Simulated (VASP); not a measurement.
# CdTe (I-4m2) in VASP: a series of runs, part 2 of 2

VASP 6.6.1.

## Step 4: Single point, PBE (strain -0.0300 x Voigt [0, 0, 1, 0, 0, 0])

Input file INCAR:

```
PREC = Accurate
ENCUT = 520
EDIFF = 1E-7
ISMEAR = 0
SIGMA = 0.05
LREAL = False
LASPH = True
NELM = 60
ALGO = Normal
ISIF = 2
LWAVE = False
LCHARG = False
GGA = PE
NBANDS = 16
```

Input file KPOINTS:

```
Automatic mesh
0
Gamma
  8 8 8
```

Input file POSCAR:

```
CdTe
1.0
    0.0000000000      3.2050000000      3.1088500000
    3.2050000000      0.0000000000      3.1088500000
    3.2050000000      3.2050000000      0.0000000000
Cd Te
1 1
Direct
    0.0000000000      0.0000000000      0.0000000000
    0.7500000000      0.7500000000      0.7500000000
```

Potentials or basis: VASP PAW PBE potentials, release 64 (Cd, Te).

Run with:

```sh
$ cat potpaw_PBE.64/Cd/POTCAR potpaw_PBE.64/Te/POTCAR > POTCAR
$ mpirun -np 1 vasp_std > vasp.out
```

OUTCAR:

```text
PREC = Accurate
   ENCUT = 520
   EDIFF = 1E-7
   ISMEAR = 0
   LREAL = False
   LASPH = True
   NELM = 60
   ISIF = 2
   GGA = PE

 ion  position               nearest neighbor table
   1  0.000  0.000  0.000-   2 2.75   2 2.75   2 2.75   2 2.75
   2  0.750  0.750  0.750-   1 2.75   1 2.75   1 2.75   1 2.75

  LATTYP: Found a body centered tetragonal cell.
 ALAT       =     4.5325544674
 C/A-ratio  =     1.3717871555

  Lattice vectors:

 A1 = (   0.0000000000,  -3.2050000000,  -3.1088500000)
 A2 = (   0.0000000000,   3.2050000000,  -3.1088500000)
 A3 = (   3.2050000000,   0.0000000000,   3.1088500000)

Analysis of symmetry for initial positions (statically):
=====================================================================
 Subroutine PRICEL returns:
 Original cell was already a primitive cell.

 Routine SETGRP: Setting up the symmetry group for a
 body centered tetragonal supercell.

 Subroutine GETGRP returns: Found  8 space group operations
 (whereof  8 operations were pure point group operations)
 out of a pool of 16 trial point group operations.

The static configuration has the point symmetry D_2d.

Analysis of symmetry for dynamics (positions and initial velocities):
=====================================================================
 Subroutine PRICEL returns:
 Original cell was already a primitive cell.

 Routine SETGRP: Setting up the symmetry group for a
 body centered tetragonal supercell.

 Subroutine GETGRP returns: Found  8 space group operations
 (whereof  8 operations were pure point group operations)
 out of a pool of 16 trial point group operations.

The dynamic configuration has the point symmetry D_2d.

 Subroutine INISYM returns: Found  8 space group operations
 (whereof  8 operations are pure point group operations),
 and found     1 'primitive' translations

----------------------------------------------------------------------------------------

                                     Primitive cell

  volume of cell :      63.8684

  direct lattice vectors                    reciprocal lattice vectors
     0.000000000  3.205000000  3.108850000    -0.156006240  0.156006240  0.160831176
     3.205000000  0.000000000  3.108850000     0.156006240 -0.156006240  0.160831176
     3.205000000  3.205000000  0.000000000     0.156006240  0.156006240 -0.160831176

  length of vectors
     4.465083798  4.465083798  4.532554467     0.273024836  0.273024836  0.273024836

  position of ions in fractional coordinates (direct lattice)
     0.000000000  0.000000000  0.000000000
     0.750000000  0.750000000  0.750000000

  ion indices of the primitive-cell ions
   primitive index   ion index
                 1           1
                 2           2

----------------------------------------------------------------------------------------

 KPOINTS: Automatic mesh

Automatic generation of k-mesh.
 Grid dimensions read from file:
 generate k-points for:    8    8    8

 Generating k-lattice:

  Cartesian coordinates                     Fractional coordinates (reciprocal lattice)
    -0.019500780  0.019500780  0.020103897     0.125000000  0.000000000  0.000000000
     0.019500780 -0.019500780  0.020103897     0.000000000  0.125000000  0.000000000
     0.019500780  0.019500780 -0.020103897    -0.000000000 -0.000000000  0.125000000

  Length of vectors
     0.034128104  0.034128104  0.034128104

  Shift w.r.t. Gamma in fractional coordinates (k-lattice)
     0.000000000  0.000000000  0.000000000

 Subroutine IBZKPT returns following result:
 ===========================================

 Found     59 irreducible k-points:

 Following reciprocal coordinates:
            Coordinates               Weight
  0.000000  0.000000  0.000000      1.000000
  0.125000  0.000000  0.000000      8.000000
  0.250000  0.000000  0.000000      8.000000
  0.375000 -0.000000  0.000000      8.000000
  0.500000  0.000000  0.000000      4.000000
  0.125000  0.125000  0.000000      2.000000
[... 16 lines left out ...]
  0.250000  0.000000  0.125000     16.000000
  0.375000 -0.000000  0.125000     16.000000
 [... further k-points ...]
   k-points           NKPTS =     59   k-points in BZ     NKDIM =     59   number of bands    NBANDS=     16
   number of dos      NEDOS =    301   number of ions     NIONS =      2
   total plane-waves  NPLWV =  46656
   dimension x,y,z NGX =    36 NGY =   36 NGZ =   36
   dimension x,y,z NGXF=    72 NGYF=   72 NGZF=   72
   ions per type =               1   1
   NGX,Y,Z   is equivalent  to a cutoff of  13.40, 13.40, 13.20 a.u.
   NGXF,Y,Z  is equivalent  to a cutoff of  26.81, 26.81, 26.41 a.u.
 SYSTEM =  unknown system
   PREC   = accura    normal or accurate (medium, high low for compatibility)
   ISTART =      0    job   : 0-new  1-cont  2-samecut
   ICHARG =      2    charge: 1-file 2-atom 10-const
   ISPIN  =      1    spin polarized calculation?
   LNONCOLLINEAR =      F non collinear calculations
   LSORBIT =      F    spin-orbit coupling
   LASPH  =      T    aspherical Exc in radial PAW
   ENCUT  =  520.0 eV  38.22 Ry    6.18 a.u.   8.30  8.30  8.43*2*pi/ulx,y,z
   NELM   =     60;   NELMIN=  2; NELMDL= -5     # of ELM steps
   EDIFF  = 0.1E-06   stopping-criterion for ELM
   LREAL  =      F    real-space projection
   EDIFFG = 0.1E-05   stopping-criterion for IOM
   NSW    =      0    number of steps for IOM
   IBRION =     -1    ionic relax: 0-MD 1-quasi-New 2-CG
   NFREE  =      0    steps in history (QN), initial steepest desc. (CG)
   ISIF   =      2    stress and relaxation
   ISYM   =      2    0-nonsym 1-usesym 2-fastsym
   POTIM  = 0.5000    time-step for ionic-motion
   TEBEG  =    0.0;   TEEND  =   0.0 temperature during run
   PSTRESS=    0.0 pullay stress
   NELECT =      18.0000    total number of electrons
   NUPDOWN=      -1.0000    fix difference up-down
   EMIN   =  10.00;   EMAX   =-10.00  energy-range for DOS
   EFERMI =   0.00;   METHOD = LEGACY
   ISMEAR =     0;   SIGMA  =   0.05  broadening in eV -4-tet -1-fermi 0-gaus
   EFERMI_NEDOS =   21; number of points for ismear=-14 and -15
   IALGO  =     38    algorithm
   IMIX   =      4    mixing-type and parameters
     AMIX     =   0.40;   BMIX     =  1.00
     AMIX_MAG =   1.60;   BMIX_MAG =  1.00
  volume/ion in A,a.u.               =      31.93       215.50
  Fermi-wavevector in a.u.,A,eV,Ry     =   1.073339  2.028317 15.674692  1.152057
  Thomas-Fermi vector in A             =   2.209136
   LORBIT       =      0    0 simple, 1 ext, 2 COOP (PROOUT), +10 PAW based schemes
   GGA     = PE    functional components
   LHFCALC =     F    Hartree Fock is set to
   AEXX    =    0.0000 exact exchange contribution
   IVDW    =     0    specifies the selected vdW correction
   LEPSILON=     F    determine dielectric tensor
   LRPA    =     F    only Hartree local field effects (RPA)
 non-spin polarized calculation
 Gauss-broadening in eV      SIGMA  =   0.05
  energy-cutoff  :      520.00
  volume of cell :       63.87
 maximum number of plane-waves:      1751
 NGX is ok and might be reduce to    36
   NGX = 17   NGY = 17   NGZ = 17

 number of electron      18.0000001 magnetization

 Free energy of the ion-electron system (eV)
  ---------------------------------------------------
  ext. energy  EPLUGINS =         0.00000000
  ---------------------------------------------------
  free energy    TOTEN  =        -4.66052683 eV

  energy without entropy =       -4.66052683  energy(sigma->0) =       -4.66052683

 E-fermi :   3.2538     XC(G=0):  -8.8705

 val. band max:        3.0149336464   @ k =   0.0000   0.0000   0.0000
 cond. band min:       3.9149106744   @ k =   0.0000   0.0000   0.0000
 fundamental gap:      0.8999770280
 Fermi energy:         3.2538419437

 k-point     1 :       0.0000    0.0000    0.0000
  band No.  band energies     occupation
      1      -8.6079      2.00000
      2      -5.5805      2.00000
      3      -5.5805      2.00000
      4      -5.5731      2.00000
      5      -5.2719      2.00000
      6      -5.2641      2.00000
[... 8 lines left out ...]
     15      12.1982      0.00000
     16      12.6026      0.00000
[... 419 lines left out ...]
 k-point    24 :       0.3750   -0.0000    0.1250
  band No.  band energies     occupation
      1      -8.2268      2.00000
      2      -5.5106      2.00000
      3      -5.4907      2.00000
      4      -5.2967      2.00000
      5      -5.2555      2.00000
      6      -5.1219      2.00000
[... 8 lines left out ...]
     15      12.2009      0.00000
     16      12.8760      0.00000

 [... further k-points ...]

------------------------ aborting loop because EDIFF is reached ----------------------------------------

  FORCE on cell =-STRESS in cart. coord.  units (eV):
  Direction    XX          YY          ZZ          XY          YZ          ZX
  --------------------------------------------------------------------------------------
  -------------------------------------------------------------------------------------
  Total        2.4122253      2.4122253      2.5366652      0.0000000     -0.0000000     -0.0000000
  in kB       60.5121546     60.5121546     63.6338064      0.0000000     -0.0000000     -0.0000000
  external PRESSURE =      61.5527052 kB  Pullay stress =       0.0000000 kB

 VOLUME and BASIS-vectors are now :
 -----------------------------------------------------------------------------
  energy-cutoff  :      520.00
  volume of cell :       63.87
      direct lattice vectors                 reciprocal lattice vectors
     0.000000000  3.205000000  3.108850000    -0.156006240  0.156006240  0.160831176
     3.205000000  0.000000000  3.108850000     0.156006240 -0.156006240  0.160831176
     3.205000000  3.205000000  0.000000000     0.156006240  0.156006240 -0.160831176

 POSITION                                       TOTAL-FORCE (eV/Angst)
 -----------------------------------------------------------------------------------
      0.00000      0.00000      0.00000         0.000000      0.000000      0.000000
      4.80750      4.80750      4.66327        -0.000000     -0.000000     -0.000000
 -----------------------------------------------------------------------------------
    total drift:                                0.000000      0.000000      0.000001

  FREE ENERGIE OF THE ION-ELECTRON SYSTEM (eV)
  ---------------------------------------------------
  free  energy   TOTEN  =        -4.6605268332 eV

  energy  without entropy=       -4.6605268332  energy(sigma->0) =       -4.66052683
```

OSZICAR:

```text
N       E                     dE             d eps       ncg     rms          rms(c)
DAV:   1     0.999242749590E+02    0.99924E+02   -0.84375E+03  1944   0.982E+02
DAV:   2    -0.144093327605E+01   -0.10137E+03   -0.96503E+02  2352   0.238E+02
DAV:   3    -0.485763367686E+01   -0.34167E+01   -0.34123E+01  2320   0.454E+01
DAV:   4    -0.488835164517E+01   -0.30718E-01   -0.30717E-01  2872   0.379E+00
DAV:   5    -0.488846745750E+01   -0.11581E-03   -0.11581E-03  2376   0.186E-01    0.644E+00
DAV:   6    -0.467568375307E+01    0.21278E+00   -0.36838E-01  2336   0.774E+00    0.512E+00
DAV:   7    -0.465941921295E+01    0.16265E-01   -0.11723E-01  2224   0.227E+00    0.184E+00
DAV:   8    -0.466016301898E+01   -0.74381E-03   -0.12228E-02  2120   0.130E+00    0.513E-01
DAV:   9    -0.466043639404E+01   -0.27338E-03   -0.97090E-04  2328   0.346E-01    0.131E-01
DAV:  10    -0.466049395566E+01   -0.57562E-04   -0.11649E-04  2360   0.102E-01    0.563E-02
DAV:  11    -0.466052753304E+01   -0.33577E-04   -0.63352E-05  2208   0.592E-02    0.285E-02
DAV:  12    -0.466052653576E+01    0.99728E-06   -0.28542E-06  2272   0.175E-02    0.162E-02
DAV:  13    -0.466052695505E+01   -0.41929E-06   -0.52592E-06  2224   0.142E-02    0.184E-02
DAV:  14    -0.466052684017E+01    0.11488E-06   -0.79672E-07  2488   0.690E-03    0.571E-03
DAV:  15    -0.466052683320E+01    0.69729E-08   -0.56370E-08  1448   0.140E-03
   1 F= -.46605268E+01 E0= -.46605268E+01  d E =-.669583E-14
```

stdout:

```text
POSCAR found type information on POSCAR CdTe
 POSCAR found :  2 types and       2 ions
 scaLAPACK will be used
 LDA part: xc-table for (Slater+PW92), standard interpolation
 POSCAR, INCAR and KPOINTS ok, starting setup
 FFT: planning ... GRIDC
 FFT: planning ... GRID_SOFT
 FFT: planning ... GRID
 WAVECAR not read
 entering main loop
```

It took 24 s on 1 thread of Intel Xeon 6975P-C (Granite Rapids), shared host; peak memory 0.23 GiB.

What came out:

```
Free energy            : -4.6605 eV
Pressure               : 6.2 GPa
Band gap on the k mesh : 0.90 eV
```

Caveat: the cell differs from its parent crystal (strain -0.0300 x Voigt [0, 0, 1, 0, 0, 0]); the cell stands under pressure; spin-orbit coupling is left out, which moves the levels of the heavy elements.

## Step 5: Single point, PBE (strain +0.0600 x Voigt [0, 0, 1, 0, 0, 0])

Input file INCAR:

```
SYSTEM = CdTe
ALGO     = Normal         ! electronic algorithm
EDIFF    = 1E-6           ! SCF threshold, eV
ENCUT    = 520            ! plane-wave cutoff, eV
GGA      = PE             ! functional
ISIF     = 2              ! what is computed and relaxed
ISMEAR   = 0              ! smearing method
LASPH    = .True.         ! aspherical terms in the spheres
LCHARG   = .False.        ! write CHGCAR
LREAL    = .False.        ! projectors in reciprocal space
LWAVE    = .False.        ! write WAVECAR
NBANDS   = 16             ! bands
NELM     = 100            ! most SCF steps
PREC     = Accurate       ! precision mode
SIGMA    = 0.05           ! smearing width, eV
```

Input file KPOINTS:

```
k-points
0
Gamma
  8 8 8
  0 0 0
```

Input file POSCAR:

```
CdTe
1.0
    0.0000000000      3.2050000000      3.3973000000
    3.2050000000      0.0000000000      3.3973000000
    3.2050000000      3.2050000000      0.0000000000
Cd Te
1 1
Direct
    0.0000000000      0.0000000000      0.0000000000
    0.7500000000      0.7500000000      0.7500000000
```

Potentials or basis: VASP PAW PBE potentials, release 64 (Cd, Te).

Run with:

```sh
$ cat potpaw_PBE.64/Cd/POTCAR potpaw_PBE.64/Te/POTCAR > POTCAR
$ mpirun -np 1 vasp_std > vasp.out
```

OUTCAR:

```text
SYSTEM = CdTe
   EDIFF = 1E-6
   ENCUT = 520
   GGA = PE
   ISIF = 2
   ISMEAR = 0
   LASPH = .True.
   LREAL = .False.
   NELM = 100
   PREC = Accurate

 ion  position               nearest neighbor table
   1  0.000  0.000  0.000-   2 2.83   2 2.83   2 2.83   2 2.83
   2  0.750  0.750  0.750-   1 2.83   1 2.83   1 2.83   1 2.83

  LATTYP: Found a body centered tetragonal cell.
 ALAT       =     4.5325544674
 C/A-ratio  =     1.4990663761

  Lattice vectors:

 A1 = (  -3.2050000000,   0.0000000000,   3.3973000000)
[... 626 lines left out ...]
      4      -5.8660      2.00000
      5      -5.8299      2.00000
      6      -5.6829      2.00000
[... 8 lines left out ...]
     15      11.3046      0.00000
     16      11.9760      0.00000

 [... further k-points ...]
[... 5 lines left out ...]
  --------------------------------------------------------------------------------------
  -------------------------------------------------------------------------------------
  Total        0.8109077      0.8109077      0.3713184      0.0000000      0.0000000      0.0000000
  in kB       18.6149580     18.6149580      8.5238761      0.0000000      0.0000000      0.0000000
  external PRESSURE =      15.2512640 kB  Pullay stress =       0.0000000 kB

 VOLUME and BASIS-vectors are now :
 -----------------------------------------------------------------------------
  energy-cutoff  :      520.00
  volume of cell :       69.79
      direct lattice vectors                 reciprocal lattice vectors
     0.000000000  3.205000000  3.397300000    -0.156006240  0.156006240  0.147175698
     3.205000000  0.000000000  3.397300000     0.156006240 -0.156006240  0.147175698
     3.205000000  3.205000000  0.000000000     0.156006240  0.156006240 -0.147175698

 POSITION                                       TOTAL-FORCE (eV/Angst)
 -----------------------------------------------------------------------------------
      0.00000      0.00000      0.00000         0.000000      0.000000      0.000000
      4.80750      4.80750      5.09595        -0.000000     -0.000000     -0.000000
 -----------------------------------------------------------------------------------
    total drift:                                0.000000      0.000000      0.000000

  FREE ENERGIE OF THE ION-ELECTRON SYSTEM (eV)
  ---------------------------------------------------
  free  energy   TOTEN  =        -4.7902694517 eV

  energy  without entropy=       -4.7902694517  energy(sigma->0) =       -4.79026945
```

OSZICAR:

```text
N       E                     dE             d eps       ncg     rms          rms(c)
DAV:   1     0.101282538659E+03    0.10128E+03   -0.82613E+03  1904   0.974E+02
DAV:   2    -0.129650381474E+01   -0.10258E+03   -0.97583E+02  2240   0.237E+02
DAV:   3    -0.498851489622E+01   -0.36920E+01   -0.36864E+01  2352   0.466E+01
DAV:   4    -0.502305438083E+01   -0.34539E-01   -0.34538E-01  2864   0.394E+00
DAV:   5    -0.502313333776E+01   -0.78957E-04   -0.78957E-04  2488   0.180E-01    0.532E+00
DAV:   6    -0.480440829284E+01    0.21873E+00   -0.37507E-01  2240   0.718E+00    0.439E+00
DAV:   7    -0.478895368094E+01    0.15455E-01   -0.10588E-01  2296   0.209E+00    0.170E+00
DAV:   8    -0.478985272592E+01   -0.89904E-03   -0.10432E-02  2088   0.115E+00    0.462E-01
DAV:   9    -0.479017704426E+01   -0.32432E-03   -0.96934E-04  2352   0.322E-01    0.103E-01
DAV:  10    -0.479023129175E+01   -0.54247E-04   -0.11139E-04  2368   0.102E-01    0.554E-02
DAV:  11    -0.479027041830E+01   -0.39127E-04   -0.80074E-05  2272   0.563E-02    0.384E-02
DAV:  12    -0.479026945170E+01    0.96660E-06   -0.32632E-06  2240   0.141E-02
   1 F= -.47902695E+01 E0= -.47902695E+01  d E =-.168724E-11
```

stdout:

```text
POSCAR found type information on POSCAR CdTe
 POSCAR found :  2 types and       2 ions
 scaLAPACK will be used
 LDA part: xc-table for (Slater+PW92), standard interpolation
 POSCAR, INCAR and KPOINTS ok, starting setup
 FFT: planning ... GRIDC
 FFT: planning ... GRID_SOFT
 FFT: planning ... GRID
 WAVECAR not read
 entering main loop
```

It took 20 s on 1 thread of Intel Xeon 6975P-C (Granite Rapids), shared host; peak memory 0.24 GiB.

What came out:

```
Free energy            : -4.7903 eV
Pressure               : 1.5 GPa
Band gap on the k mesh : 0.61 eV
```

Caveat: the cell differs from its parent crystal (strain +0.0600 x Voigt [0, 0, 1, 0, 0, 0]); spin-orbit coupling is left out, which moves the levels of the heavy elements.

## Step 6: The runs side by side

```tsv
cell	gap on the mesh (eV)	pressure (GPa)
a = 4.399, b = 4.399, c = 4.533 Å, angles 59.0, 59.0, 62.0°, 2 atoms	0.93	8.2
a = 4.432, b = 4.432, c = 4.533 Å, angles 59.2, 59.2, 61.5°, 2 atoms	0.91	7.1
a = 4.465, b = 4.465, c = 4.533 Å, angles 59.5, 59.5, 61.0°, 2 atoms	0.90	6.2
a = 4.671, b = 4.671, c = 4.533 Å, angles 61.0, 61.0, 58.1°, 2 atoms	0.61	1.5
```

Alike in all rows: task single point; level PBE; potentials or basis VASP PAW PBE potentials, release 64 (Cd, Te); no spin polarisation; k mesh 8 × 8 × 8; cutoff (eV) 520; smearing gaussian 0.05 eV.

Caveats: spin-orbit coupling is left out, which moves the levels of the heavy elements; the cell stands under pressure (at least some runs).

Absolute energies hang on the potentials; compare differences alone.
